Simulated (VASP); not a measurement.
A run of VASP 6.6.1 is set up as follows.

Contents of INCAR:

```
SYSTEM = WC
PREC = Accurate ; ENCUT = 520
EDIFF = 1E-8 ; ISMEAR = -1
SIGMA = 0.05 ; LREAL = .False.
LASPH = .True. ; NELM = 80
ALGO = Normal ; ISIF = 2
LWAVE = .False. ; LCHARG = .False.
GGA = PS ; LEFG = .True.
NBANDS = 16
```

The input KPOINTS:

```
regular mesh
0
Gamma
  14 14 13
  0 0 0
```

The input POSCAR:

```
WC
1.0
    2.8412909150      0.0000000000      0.0000000000
   -1.4206454575      2.4606301120      0.0000000000
    0.0000000000      0.0000000000      2.7712491016
W C
1 1
Direct
    0.0000000000      0.0000000000      0.0000000000
    0.6666666667      0.3333333333      0.5000000000
```

Potentials or basis: VASP PAW PBE potentials, release 64 (W_sv, C).

Run with:

```bash
$ cat potpaw_PBE.64/W_sv/POTCAR potpaw_PBE.64/C/POTCAR > POTCAR
$ mpirun -np 1 vasp_std > vasp.out
```

Question: What does it give for the pressure?

Answer: 29.7 GPa.

Question: Predict the band gap on the k mesh.

Answer: Zero (bands 9 and 10 overlap by 1.45 eV).

Electric field gradients, principal values (V/Å²):
```tsv
atom	least	middle	greatest (by size)
1 W	84.500	84.500	-169.000
2 C	-0.084	-0.084	0.168
```

Caveat: the cell stands under pressure; without QUAD_EFG the Cq values of the log hold for a quadrupole moment of 1 mb, not for the nuclei; the PAW data sets were made with another functional, which shifts forces and pressure a little; spin-orbit coupling is left out, which moves the levels of the heavy elements.
